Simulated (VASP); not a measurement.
Set up this calculation in VASP 6.6.1, as the native input.

| Item | Value |
| --- | --- |
| Task | single point |
| Functional | PBEsol |
| Potentials or basis | VASP PAW PBE potentials, release 64 (Ga_d, N) |
| Cutoff | 520 eV |
| k mesh | 12 × 12 × 4 |
| Occupations | gaussian, width 0.02 eV |
| Spin | no spin polarisation |
| Dipole correction | no |
| Further INCAR settings | ALGO = Normal; EDIFF = 1e-06; NBANDS = 36 |

The structure of GaN lies in POSCAR:

```
GaN
1.0
    3.1806593363      0.0000000000      0.0000000000
   -1.5903296681      2.7545317860      0.0000000000
    0.0000000000      0.0000000000      7.7906777707
Ga N
3 3
Direct
    0.0000000000      0.0000000000     -0.0000017723
    0.3333333333      0.6666666667      0.3333315611
    0.6666666667      0.3333333333      0.6666648944
    0.0000000000      0.0000000000      0.2500017723
    0.3333333333      0.6666666667      0.5833351056
    0.6666666667      0.3333333333      0.9166684389
```

These files were run (other wordings do the same):

INCAR

```
SYSTEM = GaN
PREC     = Accurate       ! precision mode
ENCUT    = 520            ! plane-wave cutoff, eV
EDIFF    = 1E-6           ! SCF threshold, eV
ISMEAR   = 0              ! smearing method
SIGMA    = 0.02           ! smearing width, eV
LREAL    = .FALSE.        ! projectors in reciprocal space
LASPH    = .TRUE.         ! aspherical terms in the spheres
NELM     = 100            ! most SCF steps
ALGO     = Normal         ! electronic algorithm
ISIF     = 2              ! what is computed and relaxed
LWAVE    = .FALSE.        ! write WAVECAR
LCHARG   = .FALSE.        ! write CHGCAR
GGA      = PS             ! functional
NBANDS   = 36             ! bands
```

KPOINTS

```
regular mesh
0
G
  12 12 4
  0 0 0
```

Potentials or basis: VASP PAW PBE potentials, release 64 (Ga_d, N).

Command:

```console
$ cat potpaw_PBE.64/Ga_d/POTCAR potpaw_PBE.64/N/POTCAR > POTCAR
$ mpirun -np 1 vasp_std > vasp.out
```

It gave:

* Pressure: -0.3 GPa
* Band gap on the k mesh: 1.72 eV

Caveat: the PAW data sets were made with another functional, which shifts forces and pressure a little.

Wall time 62 s on 1 thread of Intel(R) Xeon(R) 6975P-C (Granite Rapids) (shared host), peak memory 0.26 GiB.
